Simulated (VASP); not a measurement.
# CaMg4Cl10 in VASP: a series of runs

Runs on CaMg4Cl10. Level: PBE. Tasks: single point.

All numbers are computed with VASP 6.6.1; they aren't measurements. Logs are shortened: lines on timing, memory, paths and dates and some standing lists are left out, and cuts for length are marked.

**1. The cell of the first run**

The cell holds a disordered packing, 15 atoms: a = 7.294 Å, b = 7.281 Å, c = 7.551 Å, α = 92.48°, β = 92.75°, γ = 91.52°.

**2. Single point, PBE**

INCAR reads:

```
SYSTEM = CaMg4Cl10
PREC = Accurate
ENCUT = 520
EDIFF = 1E-6
ISMEAR = -1
SIGMA = 0.0991
LREAL = Auto
LASPH = .True.
NELM = 60
ALGO = Normal
ISIF = 2
LWAVE = .False.
LCHARG = .False.
GGA = PE
NBANDS = 57
ISYM = 0
```

KPOINTS reads:

```
Automatic mesh
0
Gamma
  1 1 1
  0 0 0
```

POSCAR reads:

```
CaMg4Cl10
1.0
    7.2914250000     -0.0987590000     -0.1794660000
   -0.0987590000      7.2785010000     -0.1619410000
   -0.1794660000     -0.1619410000      7.5467340000
Ca Cl Mg
1 10 4
Direct
    0.3529899559      0.5950376775      0.6050252589
    0.7451171548      0.2466102265      0.0321892228
    0.9749192067      0.6048481075      0.8293051746
    0.7525531768      0.8420375474      0.2400302052
    0.6325212876      0.4598157424      0.4336898699
    0.1764280415      0.0454300317      0.0621132028
   -0.0580850080      0.0403856280      0.5424151434
    0.3582935168      0.3419177127      0.8361854281
    0.4980896243      0.8077002006      0.8628011708
    0.1739168011      0.5482780265      0.2786651609
    0.3984377119      1.0748194608      0.4819052004
    0.6694680734      0.1493307382      0.3768652143
    0.1078732116      0.8965120090      0.3168444290
    0.6800154036      0.5635650460     -0.0231620816
    0.0889636348      0.3391269780      0.9970179828
```

Potentials or basis: VASP PAW PBE potentials, release 64 (Ca_sv, Cl, Mg).

The run is started by

```sh
$ cat potpaw_PBE.64/Ca_sv/POTCAR potpaw_PBE.64/Cl/POTCAR potpaw_PBE.64/Mg/POTCAR > POTCAR
$ mpirun -np 1 vasp_gam > vasp.out
```

OUTCAR:

```text
SYSTEM = CaMg4Cl10
   PREC = Accurate
   ENCUT = 520
   EDIFF = 1E-6
   ISMEAR = -1
   LREAL = Auto
   LASPH = .True.
   NELM = 60
   ISIF = 2
   GGA = PE
   ISYM = 0

 ion  position               nearest neighbor table
   1  0.353  0.595  0.605-   8 2.59   9 2.60   5 2.66  10 2.74
   2  0.745  0.247  0.032-  14 2.42  15 2.61  12 2.80
   3  0.975  0.605  0.829-  14 2.49  15 2.50
   4  0.753  0.842  0.240-  12 2.52  13 2.64  14 2.80
   5  0.633  0.460  0.434-  12 2.31   1 2.66
   6  0.176  0.045  0.062-  15 2.31  13 2.32
   7  0.942  0.040  0.542-  13 2.36  12 2.46
   8  0.358  0.342  0.836-  15 2.36   1 2.59  14 2.94
   9  0.498  0.808  0.863-  14 2.41   1 2.60
  10  0.174  0.548  0.279-  13 2.60  15 2.60   1 2.74
  11  0.398  0.075  0.482-  12 2.23  13 2.68
  12  0.669  0.149  0.377-  11 2.23   5 2.31   7 2.46   4 2.52   2 2.80
  13  0.108  0.897  0.317-   6 2.32   7 2.36  10 2.60   4 2.64  11 2.68
  14  0.680  0.564  0.977-   9 2.41   2 2.42   3 2.49   4 2.80   8 2.94  15 3.44
  15  0.089  0.339  0.997-   6 2.31   8 2.36   3 2.50  10 2.60   2 2.61  14 3.44

IMPORTANT INFORMATION: All symmetrisations will be switched off!
NOSYMM: (Re-)initialisation of all symmetry stuff for point group C_1.

----------------------------------------------------------------------------------------

                                     Primitive cell

  volume of cell :     400.0050

  direct lattice vectors                    reciprocal lattice vectors
     7.291425000 -0.098759000 -0.179466000     0.137254984  0.001935903  0.003305550
    -0.098759000  7.278501000 -0.161941000     0.001935903  0.137483858  0.002996224
    -0.179466000 -0.161941000  7.546734000     0.003305550  0.002996224  0.132650554

  length of vectors
     7.294301880  7.280972122  7.550604413     0.137308430  0.137530129  0.132725557

  position of ions in fractional coordinates (direct lattice)
     0.352989956  0.595037678  0.605025259
     0.745117155  0.246610227  0.032189223
     0.974919207  0.604848107  0.829305175
     0.752553177  0.842037547  0.240030205
     0.632521288  0.459815742  0.433689870
     0.176428042  0.045430032  0.062113203
     0.941914992  0.040385628  0.542415143
     0.358293517  0.341917713  0.836185428
     0.498089624  0.807700201  0.862801171
     0.173916801  0.548278027  0.278665161
     0.398437712  0.074819461  0.481905200
     0.669468073  0.149330738  0.376865214
     0.107873212  0.896512009  0.316844429
     0.680015404  0.563565046  0.976837918
     0.088963635  0.339126978  0.997017983

  ion indices of the primitive-cell ions
   primitive index   ion index
                 1           1
[... 79 lines left out ...]
   IALGO  =     38    algorithm
   IMIX   =      4    mixing-type and parameters
     AMIX     =   0.40;   BMIX     =  1.00
     AMIX_MAG =   1.60;   BMIX_MAG =  1.00
  volume/ion in A,a.u.               =      26.67       179.96
  Fermi-wavevector in a.u.,A,eV,Ry     =   0.988281  1.867581 13.288809  0.976700
  Thomas-Fermi vector in A             =   2.119797
   LORBIT       =      0    0 simple, 1 ext, 2 COOP (PROOUT), +10 PAW based schemes
   GGA     = PE    functional components
   LHFCALC =     F    Hartree Fock is set to
   AEXX    =    0.0000 exact exchange contribution
   IVDW    =     0    specifies the selected vdW correction
   LEPSILON=     F    determine dielectric tensor
   LRPA    =     F    only Hartree local field effects (RPA)
 non-spin polarized calculation
  energy-cutoff  :      520.00
  volume of cell :      400.01
 maximum number of plane-waves:      5373
 NGX is ok and might be reduce to    54
   NGX = 27   NGY = 27   NGZ = 29

 number of electron      87.9999998 magnetization

 Free energy of the ion-electron system (eV)
  ---------------------------------------------------
  ext. energy  EPLUGINS =         0.00000000
  ---------------------------------------------------
  free energy    TOTEN  =       -51.90186668 eV

  energy without entropy =      -51.90186655  energy(sigma->0) =      -51.90186661

 E-fermi :   1.7783     XC(G=0):  -7.7902

 val. band max:        0.0077782577   @ k =   0.0000   0.0000   0.0000
 cond. band min:       3.5476815683   @ k =   0.0000   0.0000   0.0000
 fundamental gap:      3.5399033105
 Fermi energy:         1.7783355014

 k-point     1 :       0.0000    0.0000    0.0000
  band No.  band energies     occupation
      1     -39.5269      2.00000
      2     -20.6377      2.00000
      3     -20.5751      2.00000
      4     -20.5247      2.00000
      5     -14.2851      2.00000
      6     -14.0263      2.00000
[... 48 lines left out ...]
     55       7.0784      0.00000
     56       7.1688      0.00000
 [bands above 56 left out]

------------------------ aborting loop because EDIFF is reached ----------------------------------------

  FORCE on cell =-STRESS in cart. coord.  units (eV):
  Direction    XX          YY          ZZ          XY          YZ          ZX
  --------------------------------------------------------------------------------------
  -------------------------------------------------------------------------------------
  Total        4.2467536     -0.2340335      4.6335582     -0.1198197     -2.1789689      1.4712577
  in kB       17.0099162     -0.9373963     18.5592209     -0.4799249     -8.7276263      5.8929651
  external PRESSURE =      11.5439136 kB  Pullay stress =       0.0000000 kB

 VOLUME and BASIS-vectors are now :
 -----------------------------------------------------------------------------
  energy-cutoff  :      520.00
  volume of cell :      400.01
      direct lattice vectors                 reciprocal lattice vectors
     7.291425000 -0.098759000 -0.179466000     0.137254984  0.001935903  0.003305550
    -0.098759000  7.278501000 -0.161941000     0.001935903  0.137483858  0.002996224
    -0.179466000 -0.161941000  7.546734000     0.003305550  0.002996224  0.132650554

 POSITION                                       TOTAL-FORCE (eV/Angst)
 -----------------------------------------------------------------------------------
      2.40645      4.19814      4.40625        -0.094775      0.011010      0.049500
      5.40283      1.71615      0.06926         0.549721      0.560448      0.252594
      6.89998      4.17181      5.98563        -0.256290     -0.395468      0.276441
      5.36095      6.01558      1.54003         0.056977     -0.842973     -0.859504
      4.48874      3.21407      3.08496         0.259141      0.385989      0.242044
      1.27078      0.30318      0.42973        -0.074812     -0.388353      0.055650
      6.76657      0.11309      3.91788         0.279161      0.687047      0.862471
      2.42864      2.31785      6.19080         0.316590      0.301048     -0.063622
      3.39717      5.68993      6.29114         0.371558     -0.527797     -0.167126
      1.16394      3.92834      1.98301        -0.199780      0.641422      0.109593
      2.81130      0.42718      3.55319        -1.225330     -1.130219     -0.035343
      4.79899      0.95976      2.69977         1.061583     -0.607418     -0.588422
      0.64115      6.46330      2.22660        -0.513183      0.235891     -0.225141
      4.72731      3.87656      7.15863        -0.047865      0.690296      0.136241
      0.43625      2.29809      7.45334        -0.482696      0.379076     -0.045377
 -----------------------------------------------------------------------------------
    total drift:                               -0.002863      0.001003      0.000312

  FREE ENERGIE OF THE ION-ELECTRON SYSTEM (eV)
  ---------------------------------------------------
  free  energy   TOTEN  =       -51.9018666802 eV

  energy  without entropy=      -51.9018665484  energy(sigma->0) =      -51.90186661
```

OSZICAR:

```text
N       E                     dE             d eps       ncg     rms          rms(c)
DAV:   1     0.900074319749E+03    0.90007E+03   -0.43370E+04   114   0.140E+03
DAV:   2     0.535439657543E+02   -0.84653E+03   -0.82437E+03   155   0.298E+02
DAV:   3    -0.516193239917E+02   -0.10516E+03   -0.10451E+03   156   0.107E+02
DAV:   4    -0.546338952353E+02   -0.30146E+01   -0.30045E+01   156   0.203E+01
DAV:   5    -0.547503538302E+02   -0.11646E+00   -0.11640E+00   188   0.326E+00    0.993E+00
DAV:   6    -0.521767736389E+02    0.25736E+01   -0.48368E+00   124   0.650E+00    0.713E+00
DAV:   7    -0.518611455653E+02    0.31563E+00   -0.15463E+00   140   0.407E+00    0.411E+00
DAV:   8    -0.518950139609E+02   -0.33868E-01   -0.18402E-01   140   0.187E+00    0.686E-01
DAV:   9    -0.518995432390E+02   -0.45293E-02   -0.22879E-02   140   0.547E-01    0.510E-01
DAV:  10    -0.519011284117E+02   -0.15852E-02   -0.46259E-03   148   0.259E-01    0.166E-01
DAV:  11    -0.519017273816E+02   -0.59897E-03   -0.11544E-03   132   0.133E-01    0.842E-02
DAV:  12    -0.519018175474E+02   -0.90166E-04   -0.29221E-04   172   0.809E-02    0.398E-02
DAV:  13    -0.519018621911E+02   -0.44644E-04   -0.13215E-04   132   0.450E-02    0.120E-02
DAV:  14    -0.519018649636E+02   -0.27725E-05   -0.10200E-05   148   0.132E-02    0.809E-03
DAV:  15    -0.519018661638E+02   -0.12002E-05   -0.17330E-06    92   0.543E-03    0.408E-03
DAV:  16    -0.519018666802E+02   -0.51636E-06   -0.12836E-06    92   0.572E-03
   1 F= -.51901867E+02 E0= -.51901867E+02  d E =-.131841E-06
```

Wall time 46 s (1 thread of Intel Xeon Platinum 8259CL at 2.50GHz (Skylake/Cascade Lake), shared host); peak memory 0.37 GiB.

What came out:

```yaml
Free_energy: -51.9019 eV
Pressure: 1.2 GPa
Largest_force: 1.667 eV/Å
```

Forces on the atoms (eV/Å):
```
Ca  -0.095  0.011  0.050
Cl   0.550  0.560  0.253
Cl  -0.256 -0.395  0.276
Cl   0.057 -0.843 -0.860
Cl   0.259  0.386  0.242
Cl  -0.075 -0.388  0.056
Cl   0.279  0.687  0.862
Cl   0.317  0.301 -0.064
Cl   0.372 -0.528 -0.167
Cl  -0.200  0.641  0.110
Cl  -1.225 -1.130 -0.035
Mg   1.062 -0.607 -0.588
Mg  -0.513  0.236 -0.225
Mg  -0.048  0.690  0.136
Mg  -0.483  0.379 -0.045
```

Stress tensor (GPa, compression positive):
```
 1.70 -0.05  0.59
-0.05 -0.09 -0.87
 0.59 -0.87  1.86
```

Levels at points of the mesh, in eV from the Fermi level:
```tsv
k point	band 42	band 43	band 44	band 45	band 46	band 47
(0.00, 0.00, 0.00)	-2.37	-2.26	-1.77	1.77	3.04	3.38
```

Caveat: the k points lie up to 0.86 Å⁻¹ apart, too coarse for converged energies, forces and pressures; the atoms stand as in a frame of molecular dynamics.

[end of part 1 of 2]
